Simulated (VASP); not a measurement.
# Al (P6_3/mmc) in VASP: further runs

The runs below take Al through single point, relaxation of cell and atoms, with PBE.

Program: VASP 6.6.1. These are calculated values, not measurements. Logs are shortened: lines on timing, memory, paths and dates and some standing lists are left out, and cuts for length are marked.

### Step 1. The cell of the first run

The structure is hexagonal, space group P6_3/mmc (No. 194). Conventional cell: a = 2.552 Å, b = 2.552 Å, c = 4.179 Å, α = 90.00°, β = 90.00°, γ = 120.00°. Al (site symmetry -6m2) has 12 Al at 2.55 to 2.56 Å within 3.4 Å.

### Step 2. Single point, PBE

File INCAR:

```
SYSTEM = Al
PREC     = Accurate       ! precision mode
ENCUT    = 520            ! plane-wave cutoff, eV
EDIFF    = 1E-6           ! SCF threshold, eV
ISMEAR   = -1             ! smearing method
SIGMA    = 0.1            ! smearing width, eV
LREAL    = .False.        ! projectors in reciprocal space
LASPH    = .True.         ! aspherical terms in the spheres
NELM     = 100            ! most SCF steps
ALGO     = Normal         ! electronic algorithm
ISIF     = 2              ! what is computed and relaxed
LWAVE    = .False.        ! write WAVECAR
LCHARG   = .False.        ! write CHGCAR
GGA      = PE             ! functional
NBANDS   = 10             ! bands
```

File KPOINTS:

```
Automatic mesh
0
Gamma
  17 17 9
  0 0 0
```

File POSCAR:

```
Al
1.0
    2.5524816513      0.0000000000      0.0000000000
   -1.2762408256      2.2105139527      0.0000000000
    0.0000000000      0.0000000000      4.1794888857
Al
2
Direct
    0.3333333333      0.6666666667      0.2500000000
    0.6666666667      0.3333333333      0.7500000000
```

Potentials or basis: VASP PAW PBE potentials, release 64 (Al).

On the command line:

```console
$ cat potpaw_PBE.64/Al/POTCAR > POTCAR
$ mpirun -np 1 vasp_std > vasp.out
```

OUTCAR:

```text
SYSTEM = Al
   PREC = Accurate
   ENCUT = 520
   EDIFF = 1E-6
   ISMEAR = -1
   LREAL = .False.
   LASPH = .True.
   NELM = 100
   ISIF = 2
   GGA = PE

 ion  position               nearest neighbor table
   1  0.333  0.667  0.250-   2 2.56   2 2.56   2 2.56   2 2.56   2 2.56   2 2.56
   2  0.667  0.333  0.750-   1 2.56   1 2.56   1 2.56   1 2.56   1 2.56   1 2.56

  LATTYP: Found a hexagonal cell.
 ALAT       =     2.5524816513
 C/A-ratio  =     1.6374217161

  Lattice vectors:

 A1 = (   2.5524816513,   0.0000000000,   0.0000000000)
 A2 = (  -1.2762408256,   2.2105139527,   0.0000000000)
 A3 = (   0.0000000000,   0.0000000000,   4.1794888857)

Analysis of symmetry for initial positions (statically):
=====================================================================
 Subroutine PRICEL returns:
 Original cell was already a primitive cell.

 Routine SETGRP: Setting up the symmetry group for a
 hexagonal supercell.

 Subroutine GETGRP returns: Found 24 space group operations
 (whereof 12 operations were pure point group operations)
 out of a pool of 24 trial point group operations.

The static configuration has the point symmetry D_3d.
 The point group associated with its full space group is D_6h.

Analysis of symmetry for dynamics (positions and initial velocities):
=====================================================================
 Subroutine PRICEL returns:
 Original cell was already a primitive cell.

 Routine SETGRP: Setting up the symmetry group for a
 hexagonal supercell.

 Subroutine GETGRP returns: Found 24 space group operations
 (whereof 12 operations were pure point group operations)
 out of a pool of 24 trial point group operations.

The dynamic configuration has the point symmetry D_3d.
 The point group associated with its full space group is D_6h.

 Subroutine INISYM returns: Found 24 space group operations
 (whereof 12 operations are pure point group operations),
 and found     1 'primitive' translations

----------------------------------------------------------------------------------------

                                     Primitive cell

  volume of cell :      23.5819

  direct lattice vectors                    reciprocal lattice vectors
     2.552481651  0.000000000  0.000000000     0.391775588  0.226191741  0.000000000
    -1.276240826  2.210513953  0.000000000     0.000000000  0.452383482  0.000000000
     0.000000000  0.000000000  4.179488886     0.000000000  0.000000000  0.239263706

  length of vectors
     2.552481651  2.552481651  4.179488886     0.452383482  0.452383482  0.239263706

  position of ions in fractional coordinates (direct lattice)
     0.333333333  0.666666667  0.250000000
     0.666666667  0.333333333  0.750000000

  ion indices of the primitive-cell ions
   primitive index   ion index
                 1           1
                 2           2

----------------------------------------------------------------------------------------

 KPOINTS: Automatic mesh

Automatic generation of k-mesh.
 Grid dimensions read from file:
 generate k-points for:   17   17    9

 Generating k-lattice:

  Cartesian coordinates                     Fractional coordinates (reciprocal lattice)
     0.023045623  0.013305397  0.000000000     0.058823529  0.000000000  0.000000000
     0.000000000  0.026610793  0.000000000     0.000000000  0.058823529  0.000000000
     0.000000000  0.000000000  0.026584856     0.000000000  0.000000000  0.111111111

  Length of vectors
     0.026610793  0.026610793  0.026584856

  Shift w.r.t. Gamma in fractional coordinates (k-lattice)
     0.000000000  0.000000000  0.000000000

 Subroutine IBZKPT returns following result:
 ===========================================

 Found    165 irreducible k-points:

 Following reciprocal coordinates:
            Coordinates               Weight
  0.000000  0.000000  0.000000      1.000000
  0.058824 -0.000000  0.000000      6.000000
  0.117647 -0.000000  0.000000      6.000000
  0.176471  0.000000  0.000000      6.000000
  0.235294 -0.000000  0.000000      6.000000
  0.294118 -0.000000  0.000000      6.000000
[... 16 lines left out ...]
  0.411765  0.117647  0.000000     12.000000
  0.176471  0.176471  0.000000      6.000000
 [... further k-points ...]
   k-points           NKPTS =    165   k-points in BZ     NKDIM =    165   number of bands    NBANDS=     10
   number of dos      NEDOS =    301   number of ions     NIONS =      2
   total plane-waves  NPLWV =  12800
   dimension x,y,z NGX =    20 NGY =   20 NGZ =   32
   dimension x,y,z NGXF=    40 NGYF=   40 NGZF=   64
   ions per type =               2
   NGX,Y,Z   is equivalent  to a cutoff of  13.03, 13.03, 12.73 a.u.
   NGXF,Y,Z  is equivalent  to a cutoff of  26.05, 26.05, 25.46 a.u.
 SYSTEM =  Al
   PREC   = accura    normal or accurate (medium, high low for compatibility)
   ISTART =      0    job   : 0-new  1-cont  2-samecut
   ICHARG =      2    charge: 1-file 2-atom 10-const
   ISPIN  =      1    spin polarized calculation?
   LNONCOLLINEAR =      F non collinear calculations
   LSORBIT =      F    spin-orbit coupling
   LASPH  =      T    aspherical Exc in radial PAW
   ENCUT  =  520.0 eV  38.22 Ry    6.18 a.u.   4.75  4.75  7.77*2*pi/ulx,y,z
   NELM   =    100;   NELMIN=  2; NELMDL= -5     # of ELM steps
   EDIFF  = 0.1E-05   stopping-criterion for ELM
   LREAL  =      F    real-space projection
   EDIFFG = 0.1E-04   stopping-criterion for IOM
   NSW    =      0    number of steps for IOM
   IBRION =     -1    ionic relax: 0-MD 1-quasi-New 2-CG
   NFREE  =      0    steps in history (QN), initial steepest desc. (CG)
   ISIF   =      2    stress and relaxation
   ISYM   =      2    0-nonsym 1-usesym 2-fastsym
   POTIM  = 0.5000    time-step for ionic-motion
   TEBEG  =    0.0;   TEEND  =   0.0 temperature during run
   PSTRESS=    0.0 pullay stress
   NELECT =       6.0000    total number of electrons
   NUPDOWN=      -1.0000    fix difference up-down
   EMIN   =  10.00;   EMAX   =-10.00  energy-range for DOS
   EFERMI =   0.00;   METHOD = LEGACY
   ISMEAR =    -1;   SIGMA  =   0.10  broadening in eV -4-tet -1-fermi 0-gaus
   EFERMI_NEDOS =   21; number of points for ismear=-14 and -15
   IALGO  =     38    algorithm
   IMIX   =      4    mixing-type and parameters
     AMIX     =   0.40;   BMIX     =  1.00
     AMIX_MAG =   1.60;   BMIX_MAG =  1.00
  volume/ion in A,a.u.               =      11.79        79.57
  Fermi-wavevector in a.u.,A,eV,Ry     =   1.037367  1.960338 14.641628  1.076129
  Thomas-Fermi vector in A             =   2.171801
   LORBIT       =      0    0 simple, 1 ext, 2 COOP (PROOUT), +10 PAW based schemes
   GGA     = PE    functional components
   LHFCALC =     F    Hartree Fock is set to
   AEXX    =    0.0000 exact exchange contribution
   IVDW    =     0    specifies the selected vdW correction
   LEPSILON=     F    determine dielectric tensor
   LRPA    =     F    only Hartree local field effects (RPA)
 non-spin polarized calculation
  energy-cutoff  :      520.00
  volume of cell :       23.58
 maximum number of plane-waves:       646
 NGX is ok and might be reduce to    20
   NGX =  9   NGY =  9   NGZ = 15

 number of electron       6.0000000 magnetization

 Free energy of the ion-electron system (eV)
  ---------------------------------------------------
  ext. energy  EPLUGINS =         0.00000000
  ---------------------------------------------------
  free energy    TOTEN  =        -6.23371734 eV

  energy without entropy =       -6.21242807  energy(sigma->0) =       -6.22307270

 E-fermi :  12.0017     XC(G=0): -11.4823

 val. band max:       11.9893749438   @ k =   0.3529   0.1765   0.0000
 cond. band min:      12.0152553171   @ k =   0.2353   0.2353   0.3333
 fundamental gap:      0.0258803733
 Fermi energy:        12.0016918971

 k-point     1 :       0.0000    0.0000    0.0000
  band No.  band energies     occupation
      1      -1.6694      2.00000
      2       5.9688      2.00000
      3       7.0547      2.00000
      4      24.9692      0.00000
      5      24.9692      0.00000
      6      25.6188      0.00000
      7      25.6188      0.00000
      8      25.9130      0.00000
      9      29.7671      0.00000
     10      30.9447      0.00000

 k-point     2 :       0.0588   -0.0000    0.0000
  band No.  band energies     occupation
      1      -1.5649      2.00000
      2       6.0622      2.00000
      3       7.1526      2.00000
      4      22.9377      0.00000
      5      23.9868      0.00000
      6      25.1041      0.00000
      7      26.6964      0.00000
      8      26.8709      0.00000
      9      29.5557      0.00000
     10      30.3408      0.00000

 k-point     3 :       0.1176   -0.0000    0.0000
  band No.  band energies     occupation
      1      -1.2521      2.00000
      2       6.3428      2.00000
      3       7.4434      2.00000
      4      20.3096      0.00000
      5      22.8797      0.00000
      6      23.8483      0.00000
      7      27.0834      0.00000
      8      27.1789      0.00000
      9      27.9589      0.00000
     10      29.2308      0.00000

 k-point     4 :       0.1765    0.0000    0.0000
  band No.  band energies     occupation
      1      -0.7331      2.00000
      2       6.8110      2.00000
      3       7.9165      2.00000
      4      17.7239      0.00000
      5      21.9163      0.00000
      6      22.4114      0.00000
      7      24.4886      0.00000
      8      26.5811      0.00000
      9      28.1322      0.00000
     10      28.6138      0.00000
[... 222 lines left out ...]
 k-point    22 :       0.3529    0.1176    0.0000
  band No.  band energies     occupation
      1       3.6151      2.00000
      2       8.3917      2.00000
      3      10.8609      1.99998
      4      12.2642      0.13510
      5      15.0017      0.00000
      6      15.7201      0.00000
      7      18.7493      0.00000
      8      22.2077      0.00000
      9      24.4131      0.00000
     10      25.8800      0.00000

 k-point    23 :       0.4118    0.1176    0.0000
  band No.  band energies     occupation
      1       5.0741      2.00000
      2       6.7102      2.00000
      3      12.2704      0.12749
      4      13.1430      0.00002
      5      13.9270      0.00000
      6      14.3062      0.00000
      7      17.9792      0.00000
      8      22.0088      0.00000
      9      24.2640      0.00000
     10      25.7065      0.00000

 k-point    24 :       0.1765    0.1765    0.0000
  band No.  band energies     occupation
      1       1.1125      2.00000
      2       8.5020      2.00000
      3       9.4427      2.00000
      4      14.1282      0.00000
      5      15.3992      0.00000
      6      20.9571      0.00000
      7      21.9819      0.00000
      8      22.5090      0.00000
      9      24.1775      0.00000
     10      28.3666      0.00000

 [... further k-points ...]
[... 5 lines left out ...]
  --------------------------------------------------------------------------------------
  -------------------------------------------------------------------------------------
  Total        7.9507566      7.9507566      7.9533317      0.0000000      0.0000000      0.0000000
  in kB      540.1818361    540.1818361    540.3567896      0.0000000      0.0000000      0.0000000
  external PRESSURE =     540.2401539 kB  Pullay stress =       0.0000000 kB

 VOLUME and BASIS-vectors are now :
 -----------------------------------------------------------------------------
  energy-cutoff  :      520.00
  volume of cell :       23.58
      direct lattice vectors                 reciprocal lattice vectors
     2.552481651  0.000000000  0.000000000     0.391775588  0.226191741  0.000000000
    -1.276240826  2.210513953  0.000000000     0.000000000  0.452383482  0.000000000
     0.000000000  0.000000000  4.179488886     0.000000000  0.000000000  0.239263706

 POSITION                                       TOTAL-FORCE (eV/Angst)
 -----------------------------------------------------------------------------------
     -0.00000      1.47368      1.04487        -0.000000      0.000000      0.000000
      1.27624      0.73684      3.13462         0.000000     -0.000000      0.000000
 -----------------------------------------------------------------------------------
    total drift:                                0.000000     -0.000000     -0.000000

  FREE ENERGIE OF THE ION-ELECTRON SYSTEM (eV)
  ---------------------------------------------------
  free  energy   TOTEN  =        -6.2337173362 eV

  energy  without entropy=       -6.2124280706  energy(sigma->0) =       -6.22307270
```

It took 15 s on 1 thread of Intel Xeon 6975P-C, shared host; peak memory 0.15 GiB.

What came out:

```
Free energy            : -6.2337 eV
Pressure               : 54.0 GPa
Band gap on the k mesh : zero (band 3 reaches 15.80 eV, above the bottom of band 4 at 8.63 eV)
```

Levels at points of the mesh, in eV from the Fermi level:
| k point | band 1 | band 2 | band 3 | band 4 | band 5 | band 6 |
| --- | --- | --- | --- | --- | --- | --- |
| (0.00, 0.00, 0.00) | -13.67 | -6.03 | -4.95 | 12.97 | 12.97 | 13.62 |

(Part 1 of 2 ends here.)
